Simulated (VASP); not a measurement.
Wanted: the native input for a VASP 6.6.1 run.

```
Task                   : relaxation of cell and atoms
Functional             : PBE
Potentials or basis    : VASP PAW PBE potentials, release 64 (Sc_sv, Hg)
Cutoff                 : 600 eV
k mesh                 : 12 × 12 × 14
Occupations            : gaussian, width 0.1 eV
Spin                   : no spin polarisation
Dipole correction      : no
Further INCAR settings : ALGO = Fast; EDIFF = 1e-07; IBRION = 2; EDIFFG = -0.01; NSW = 100; ISIF = 3
```

The structure of Sc2Hg lies in POSCAR:

```
Sc2Hg
1.0
    4.8905595587      0.0000000000      0.0000000000
   -2.4452797793      4.2353488167      0.0000000000
    0.0000000000      0.0000000000      3.1088824979
Sc Hg
2 1
Direct
    0.3333333333      0.6666666667      0.5000000000
    0.6666666667      0.3333333333      0.5000000000
    0.0000000000      0.0000000000      0.0000000000
```

One way to write it, as run:

INCAR

```
PREC = Accurate
ENCUT = 600
EDIFF = 1E-7
ISMEAR = 0
SIGMA = 0.1
LREAL = F
LASPH = T
NELM = 60
ALGO = Fast
ISIF = 3
LWAVE = F
LCHARG = F
GGA = PE
IBRION = 2
NSW = 100
EDIFFG = -0.01
```

KPOINTS

```
Automatic mesh
0
Gamma
  12 12 14
```

Potentials or basis: VASP PAW PBE potentials, release 64 (Sc_sv, Hg).

The run is started by

```console
$ cat potpaw_PBE.64/Sc_sv/POTCAR potpaw_PBE.64/Hg/POTCAR > POTCAR
$ mpirun -np 1 vasp_std > vasp.out
```

Results of the run:

```yaml
Relaxed_volume: 21.65 Å³/atom
Relaxed_cell: a = 4.988 Å, b = 4.988 Å, c = 3.015 Å, α = 90.00°, β = 90.00°, γ = 120.00°
Space_group_after_relaxing_to_0.1_Å: P6/mmm (No. 191)
Energy_gained_by_relaxing: 11.7 meV/atom
Ionic_steps: 5
Pressure_after_relaxing: 0.0 GPa
Band_gap_on_the_k_mesh: zero (bands 17 and 18 overlap by 0.40 eV)
```

Caveat: spin-orbit coupling is left out, which moves the levels of the heavy elements.

It took 7.3 min on 1 thread of Intel(R) Xeon(R) 6975P-C (Granite Rapids), with other jobs on the host, peak memory 0.41 GiB.
